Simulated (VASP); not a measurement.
Wanted: the native input for a VASP 6.6.1 run.

- Task: relaxation of cell and atoms
- Functional: PBE
- Potentials or basis: VASP PAW PBE potentials, release 64 (In_d, Se)
- Cutoff: 600 eV
- k mesh: 6 × 6 × 2
- Occupations: gaussian, width 0.1 eV
- Spin: no spin polarisation
- Dipole correction: no
- Further INCAR settings: ALGO = Normal; EDIFF = 1e-06; IBRION = 2; EDIFFG = -0.01; NSW = 80; ISIF = 3

The structure of InSe2 lies in POSCAR:

```
InSe2
1.0
    3.8948930000      0.0000000000      0.0000000000
    0.0000000000      3.8948930000      0.0000000000
    0.0000000000      0.0000000000      9.6262310000
In Se
2 4
Direct
    0.0000000000      0.5000000000      0.7064680000
    0.5000000000      0.0000000000      0.2935320000
    0.0000000000      0.5000000000      0.3662120000
    0.5000000000      0.0000000000      0.6337880000
    0.0000000000      0.0000000000      0.0000000000
    0.5000000000      0.5000000000      0.0000000000
```

The input as run:

INCAR

```
SYSTEM = InSe2
PREC = Accurate
ENCUT = 600
EDIFF = 1E-6
ISMEAR = 0
SIGMA = 0.1
LREAL = .False.
LASPH = .True.
NELM = 80
ALGO = Normal
ISIF = 3
LWAVE = .False.
LCHARG = .False.
GGA = PE
IBRION = 2
NSW = 80
EDIFFG = -0.01
```

KPOINTS

```
regular mesh
0
Gamma
  6 6 2
  0 0 0
```

Potentials or basis: VASP PAW PBE potentials, release 64 (In_d, Se).

Command:

```sh
$ cat potpaw_PBE.64/In_d/POTCAR potpaw_PBE.64/Se/POTCAR > POTCAR
$ mpirun -np 1 vasp_std > vasp.out
```

It gave:

| Quantity | Value |
| --- | --- |
| Relaxed volume | 24.49 Å³/atom |
| Relaxed cell | a = 3.869 Å, b = 3.869 Å, c = 9.819 Å, α = 90.00°, β = 90.00°, γ = 90.00° |
| Space group after relaxing (to 0.1 Å) | P4/nmm (No. 129) |
| Energy gained by relaxing | 1.8 meV/atom |
| Ionic steps | 14 |
| Pressure after relaxing | 0.0 GPa |
| Largest force after relaxing | 0.003 eV/Å |
| Band gap on the k mesh | zero (bands 25 and 26 overlap by 1.92 eV) |

Caveat: spin-orbit coupling is left out, which moves the levels of the heavy elements.

It took 10 min on 1 thread of AMD EPYC 7R13 Processor (Zen 3), on a shared host, peak memory 0.3 GiB.
